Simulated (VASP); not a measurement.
# C18Se in VASP: further runs, part 2 of 2

VASP 6.6.1. The steps go on from the part before.

### Step 3. Single point, LDA

INCAR

```
SYSTEM = C18Se
PREC = Accurate
ENCUT = 520
EDIFF = 1E-6
ISMEAR = -1
SIGMA = 0.05
LREAL = Auto
LASPH = .TRUE.
NELM = 100
ALGO = Normal
ISIF = 2
LWAVE = .FALSE.
LCHARG = .FALSE.
NBANDS = 54
```

KPOINTS

```
regular mesh
0
G
  2 2 1
  0 0 0
```

POSCAR

```
C18Se
1.0
    7.3980000000      0.0000000000      0.0000000000
   -3.6990000000      6.4068560000      0.0000000000
    0.0000000000      0.0000000000     11.0000000000
C Se
18 1
Direct
   -0.0197892744     -0.0158424038      0.1134636364
    0.2017320316      0.1005173208      0.0853636364
   -0.0133099547      0.3197980413      0.1137181818
    0.2014976704      0.4268396231      0.0914909091
   -0.0337053257      0.6428894297      0.0955545455
    0.2065310152      0.7761060963      0.0834727273
    0.3189207011     -0.0047917418      0.0832636364
    0.5372171065      0.1059021773      0.0998818182
    0.3093708807      0.3199853407      0.0921090909
    0.5272034290      0.4219386232      0.1074090909
    0.2974212779      0.6448560729      0.0862727273
    0.5223444246      0.7392549481      0.1105000000
    0.6301326333     -0.0231626870      0.1074818182
    0.8632428535      0.0918547256      0.1141090909
    0.6404428151      0.3203287229      0.1202363636
    0.8775748482      0.4393886799      0.1055363636
    0.6469927312      0.6486488849      0.1014272727
    0.8667719526      0.7581721830      0.0990636364
    0.8807538517      1.0306615288      0.3176090909
```

Potentials or basis: VASP PAW LDA potentials, release 64 (C, Se).

Run with:

```bash
$ cat potpaw_LDA.64/C/POTCAR potpaw_LDA.64/Se/POTCAR > POTCAR
$ mpirun -np 1 vasp_std > vasp.out
```

OUTCAR:

```text
SYSTEM = C18Se
   PREC = Accurate
   ENCUT = 520
   EDIFF = 1E-6
   ISMEAR = -1
   LREAL = Auto
   LASPH = .TRUE.
   NELM = 100
   ISIF = 2

 ion  position               nearest neighbor table
   1  0.980  0.984  0.113-  14 1.44   2 1.45  18 1.46
   2  0.202  0.101  0.085-   9 1.41   7 1.43   1 1.45
   3  0.987  0.320  0.114-   4 1.40  14 1.46  16 1.47
   4  0.201  0.427  0.091-   9 1.38   3 1.40  11 1.40
   5  0.966  0.643  0.096-  16 1.31  18 1.38   6 1.55
   6  0.207  0.776  0.083-   7 1.40  11 1.43   5 1.55
   7  0.319  0.995  0.083-   6 1.40   8 1.41   2 1.43
   8  0.537  0.106  0.100-  15 1.39   7 1.41  13 1.43
   9  0.309  0.320  0.092-   4 1.38  10 1.41   2 1.41
  10  0.527  0.422  0.107-  15 1.38   9 1.41  17 1.45
  11  0.297  0.645  0.086-   4 1.40   6 1.43  12 1.47
  12  0.522  0.739  0.111-  17 1.39  11 1.47  13 1.52
  13  0.630  0.977  0.107-   8 1.43  14 1.50  12 1.52
  14  0.863  0.092  0.114-   1 1.44   3 1.46  13 1.50  19 2.30
  15  0.640  0.320  0.120-  10 1.38   8 1.39  16 1.53
  16  0.878  0.439  0.106-   5 1.31   3 1.47  15 1.53
  17  0.647  0.649  0.101-  12 1.39  18 1.41  10 1.45
  18  0.867  0.758  0.099-   5 1.38  17 1.41   1 1.46
  19  0.881  0.031  0.318-  14 2.30

  LATTYP: Found a hexagonal cell.
 ALAT       =     7.3980000000
 C/A-ratio  =     1.4868883482

  Lattice vectors:

 A1 = (   7.3980000000,   0.0000000000,   0.0000000000)
 A2 = (  -3.6990000000,   6.4068560000,   0.0000000000)
 A3 = (   0.0000000000,   0.0000000000,  11.0000000000)

Analysis of symmetry for initial positions (statically):
=====================================================================
 Subroutine PRICEL returns:
 Original cell was already a primitive cell.

 Routine SETGRP: Setting up the symmetry group for a
 hexagonal supercell.

 Subroutine GETGRP returns: Found  1 space group operations
 (whereof  1 operations were pure point group operations)
 out of a pool of 24 trial point group operations.

[... 149 lines left out ...]
  Fermi-wavevector in a.u.,A,eV,Ry     =   0.869072  1.642308 10.276289  0.755286
  Thomas-Fermi vector in A             =   1.987841
   LORBIT       =      0    0 simple, 1 ext, 2 COOP (PROOUT), +10 PAW based schemes
   GGA     = CA    functional components
   LHFCALC =     F    Hartree Fock is set to
   AEXX    =    0.0000 exact exchange contribution
   IVDW    =     0    specifies the selected vdW correction
   LEPSILON=     F    determine dielectric tensor
   LRPA    =     F    only Hartree local field effects (RPA)
 non-spin polarized calculation
  energy-cutoff  :      520.00
  volume of cell :      521.38
 maximum number of plane-waves:     14099
 NGX is ok and might be reduce to    56
   NGX = 27   NGY = 27   NGZ = 41

 number of electron      77.9999999 magnetization

 Free energy of the ion-electron system (eV)
  ---------------------------------------------------
  ext. energy  EPLUGINS =         0.00000000
  ---------------------------------------------------
  free energy    TOTEN  =      -180.16788287 eV

  energy without entropy =     -180.12815625  energy(sigma->0) =     -180.14801956

 E-fermi :  -1.6869     XC(G=0):  -4.6895

 val. band max:       -1.7184691016   @ k =   0.0000   0.0000   0.0000
 cond. band min:      -1.6129131519   @ k =   0.0000   0.0000   0.0000
 fundamental gap:      0.1055559497
 Fermi energy:        -1.6868721185

 k-point     1 :       0.0000    0.0000    0.0000
  band No.  band energies     occupation
      1     -21.0887      2.00000
      2     -18.8227      2.00000
      3     -18.7595      2.00000
      4     -18.6629      2.00000
      5     -18.4056      2.00000
      6     -18.1861      2.00000
[... 205 lines left out ...]
     50       4.3163      0.00000
     51       4.4790      0.00000
 [bands above 51 left out]

------------------------ aborting loop because EDIFF is reached ----------------------------------------

  FORCE on cell =-STRESS in cart. coord.  units (eV):
  Direction    XX          YY          ZZ          XY          YZ          ZX
  --------------------------------------------------------------------------------------
  -------------------------------------------------------------------------------------
  Total       -8.1126887     -5.1806084     -4.4278921     -3.2145182      1.8041734      0.8569061
  in kB      -24.9300655    -15.9198647    -13.6067887     -9.8781246      5.5441743      2.6332484
  external PRESSURE =     -18.1522396 kB  Pullay stress =       0.0000000 kB

 VOLUME and BASIS-vectors are now :
 -----------------------------------------------------------------------------
  energy-cutoff  :      520.00
  volume of cell :      521.38
      direct lattice vectors                 reciprocal lattice vectors
     7.398000000  0.000000000  0.000000000     0.135171668  0.078041398  0.000000000
    -3.699000000  6.406856000  0.000000000     0.000000000  0.156082796  0.000000000
     0.000000000  0.000000000 11.000000000     0.000000000  0.000000000  0.090909091

 POSITION                                       TOTAL-FORCE (eV/Angst)
 -----------------------------------------------------------------------------------
      3.61120      6.30536      1.24810         0.404905     -0.865064     -1.083507
      1.12060      0.64400      0.93900        -0.159908     -0.234249      1.479054
      6.11660      2.04890      1.25090        -2.139834     -0.024660     -1.803642
     -0.08820      2.73470      1.00640        -2.987429      0.064716      0.545225
      4.77060      4.11890      1.05110         3.688313      5.978541     -1.022126
     -1.34290      4.97240      0.91820        -0.800949     -3.812840      0.457764
[... 11 lines left out ...]
      3.60790      4.85750      1.08970        -2.053132      0.507833      0.606584
      6.40240      0.19644      3.49370         0.387224      0.441308     -1.188299
 -----------------------------------------------------------------------------------
    total drift:                               -0.007408     -0.017081      0.006527

  FREE ENERGIE OF THE ION-ELECTRON SYSTEM (eV)
  ---------------------------------------------------
  free  energy   TOTEN  =      -180.1678828746 eV

  energy  without entropy=     -180.1281562534  energy(sigma->0) =     -180.14801956
```

Run time: 3.2 min. Hardware: 1 thread of Intel Xeon 6975P-C (Granite Rapids), shared host; peak memory 0.44 GiB.

What came out:

* Free energy: -180.1679 eV
* Largest force: 7.099 eV/Å
* Band gap on the k mesh: 0.11 eV

Forces in eV/Å, atoms in the order of the input:
```
C    0.405 -0.865 -1.084
C   -0.160 -0.234  1.479
C   -2.140 -0.025 -1.804
C   -2.987  0.065  0.545
C    3.688  5.979 -1.022
C   -0.801 -3.813  0.458
C   -1.222 -0.529  0.525
C    0.448 -2.620  0.408
C    1.644 -1.390  0.151
C    0.795  2.191 -0.705
C    2.803  2.143  1.438
C   -2.914  5.377 -2.504
C    2.286 -0.686  0.195
C   -1.135  0.174  1.960
C    2.712  0.763 -2.009
C   -1.325 -5.836  1.728
C   -0.431 -1.643  0.821
C   -2.053  0.508  0.607
Se   0.387  0.441 -1.188
```

Caveat: the k points lie up to 0.49 Å⁻¹ apart; the atoms stand as in a frame of molecular dynamics; there is no dipole correction, which matters where the two faces differ.

### Step 4. Single point, LDA

INCAR

```
SYSTEM = C18Se
PREC = Accurate ; ENCUT = 520
EDIFF = 1E-6 ; ISMEAR = -1
SIGMA = 0.05 ; LREAL = Auto
LASPH = .True. ; NELM = 80
ALGO = Normal ; ISIF = 2
LWAVE = .False. ; LCHARG = .False.
NBANDS = 54
```

KPOINTS

```
regular mesh
0
Gamma
  2 2 1
  0 0 0
```

POSCAR

```
C18Se
1.0
    7.3980000000      0.0000000000      0.0000000000
   -3.6990000000      6.4068560000      0.0000000000
    0.0000000000      0.0000000000     11.0000000000
C Se
18 1
Direct
   -0.0229656987     -0.0169505917      0.1314181818
    0.1990641177      0.1051841964      0.0981818182
    0.0070222691      0.3473778715      0.1376181818
    0.2085807383      0.4453042179      0.1057272727
   -0.0287333782      0.6533469771      0.1107181818
    0.1995404389      0.7771830676      0.1236363636
    0.3050002096     -0.0115189104      0.1173818182
    0.5474662423      0.1185604921      0.1183636364
    0.3133319012      0.3227167896      0.0878545455
    0.5308482625      0.4300393204      0.1131909091
    0.3161603847      0.6551107126      0.0952636364
    0.5332710917      0.7676776253      0.0995090909
    0.6384989901     -0.0154053720      0.1278454545
    0.8693110535      0.1116148076      0.1385000000
    0.6571916787      0.3457702187      0.1093454545
    0.8895216430      0.4441960300      0.1195000000
    0.6389198513      0.6514271587      0.1041818182
    0.8497910989      0.7548944443      0.1214909091
    0.8806692634      1.0043771859      0.3141363636
```

Run with:

```bash
$ cat potpaw_LDA.64/C/POTCAR potpaw_LDA.64/Se/POTCAR > POTCAR
$ mpirun -np 1 vasp_std > vasp.out
```

Run time: 3.3 min. Hardware: 1 thread of Intel Xeon 6975P-C (Granite Rapids), shared host; peak memory 0.44 GiB.

It converged, with:

| Quantity | Value |
| --- | --- |
| Free energy | -179.3601 eV |
| Largest force | 6.653 eV/Å |
| Band gap on the k mesh | 0.48 eV (least direct gap 0.50 eV) |

Forces in eV/Å, atoms in the order of the input:
```
C   -1.726  1.605 -0.305
C    0.598 -1.278  1.820
C   -3.364 -4.386 -1.683
C    2.560 -2.229 -0.670
C    1.955  3.103  1.673
C    1.434 -3.607 -2.282
C    2.274  4.595 -0.864
C   -2.289 -3.291 -0.200
C   -0.678 -0.650  2.210
C   -0.683  2.200 -2.848
C   -3.136  4.572  2.054
C   -0.121  0.921  0.660
C   -0.146  3.022 -1.881
C    1.596 -1.487  1.259
C    3.655 -5.247  1.837
C   -4.377 -0.265 -0.088
C   -0.491  0.397  0.799
C    2.114  1.279 -1.493
Se   0.825  0.747  0.001
```

Levels at points of the mesh, in eV from the valence-band top:
```
           k point  band 35  band 36  band 37  band 38  band 39  band 40  band 41  band 42  band 43  band 44
(0.00, 0.00, 0.00)    -2.40    -1.47    -1.08    -0.57     0.00     0.50     0.80     2.25     3.31     4.01
(0.50, 0.00, 0.00)    -2.54    -2.31    -2.26    -0.79    -0.60     1.05     2.01     2.19     2.66     2.77
(0.00, 0.50, 0.00)    -2.72    -2.32    -1.81    -0.78    -0.62     1.05     1.76     2.23     2.57     2.68
(0.50, 0.50, 0.00)    -2.62    -2.43    -2.12    -0.84    -0.29     0.48     1.99     2.58     2.67     2.90
```

Caveat: the k points lie up to 0.49 Å⁻¹ apart; the atoms stand as in a frame of molecular dynamics; there is no dipole correction, which matters where the two faces differ.

### Step 5. Summary

```csv
cell,gap on the mesh (eV),largest force (eV/Å)
"as given, atomic positions A",0.26,6.50
"as given, atomic positions B",0.11,7.10
"as given, atomic positions C",0.48,6.65
```

Alike in all rows: task single point; level LDA; potentials or basis VASP PAW LDA potentials, release 64 (C, Se); no spin polarisation; k mesh 2 × 2 × 1; cutoff (eV) 520; smearing fermi-dirac 0.05 eV.

Caveats: all runs use coarse meshes; the atoms stand as in a frame of molecular dynamics; there is no dipole correction, which matters where the two faces differ.

Absolute energies hang on the potentials; compare differences alone.
